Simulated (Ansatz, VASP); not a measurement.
# Ru in VASP and in Ansatz

INCAR

```
ALGO     = Fast           # electronic algorithm
EDIFF    = 1E-6           # SCF threshold, eV
ENCUT    = 520            # plane-wave cutoff, eV
GGA      = PS             # functional
ISIF     = 2              # what is computed and relaxed
ISMEAR   = 0              # smearing method
LASPH    = T              # aspherical terms in the spheres
LCHARG   = T              # write CHGCAR
LELF     = T              # ELF
LREAL    = F              # projectors in reciprocal space
LVHAR    = T            
LWAVE    = F              # write WAVECAR
NBANDS   = 21             # bands
NELM     = 80             # most SCF steps
PREC     = Accurate       # precision mode
SIGMA    = 0.15           # smearing width, eV
```

Contents of KPOINTS:

```
k-points
0
Gamma
  21 21 12
```

File POSCAR:

```
Ru
1.0
    2.6246253542      0.0000000000      0.0000000000
   -1.3123126771      2.2729922322      0.0000000000
    0.0000000000      0.0000000000      4.2176715000
Ru
2
Direct
    0.3333333333      0.6666666667      0.2500000000
    0.6666666667      0.3333333333      0.7500000000
```

Input for Ansatz:

```yaml
crystal:
  lattice:
    - [2.6246253542, 0.0, 0.0]
    - [-1.3123126771, 2.2729922322, 0.0]
    - [0.0, 0.0, 4.2176715]
  atoms:
    - { symbol: Ru, position: [0.3333333333, 0.6666666667, 0.25] }
    - { symbol: Ru, position: [0.6666666667, 0.3333333333, 0.75] }
basis:
  ecutwfc: 420
kpoints:
  mp_grid: { grid: [21, 21, 12] }
hamiltonian:
  xc: pbesol
scf:
  occupations: { method: gaussian, width: 0.15 }
output:
  forces: true
  stress: true
  eigenvalues: true
```

Change from the starting cell: strain -0.030 along x and y, -0.015 along z, atoms carried along.

Alike in both runs: task single point; functional PBEsol; k mesh 21 × 21 × 12; occupations gaussian, width 0.15 eV; no spin polarisation.

|  | VASP | Ansatz |
| --- | --- | --- |
| version | VASP 6.6.1 | Ansatz 0.2.0 |
| potentials or method | VASP PAW PBE potentials, release 64 (Ru_pv), cutoff 520 eV | scalar-relativistic, plane waves, PAW |
| valence electrons in the cell | 28 | 32 |

```csv
,VASP,Ansatz,Ansatz less VASP
gap on the k mesh at the Fermi level (eV),none,none,-
pressure (GPa),22.7,22.6,-0.06
"traceless stress, the component that is largest in VASP (GPa)",-6.09,-6.12,-0.027
```

VASP's potentials were made for PBE, not for PBEsol. A gap of «none» marks a metal or a gap that the smearing closes. VASP's potentials hold 28 valence electrons a cell and Ansatz's 32, so a difference there can come from the potentials and not from the codes.
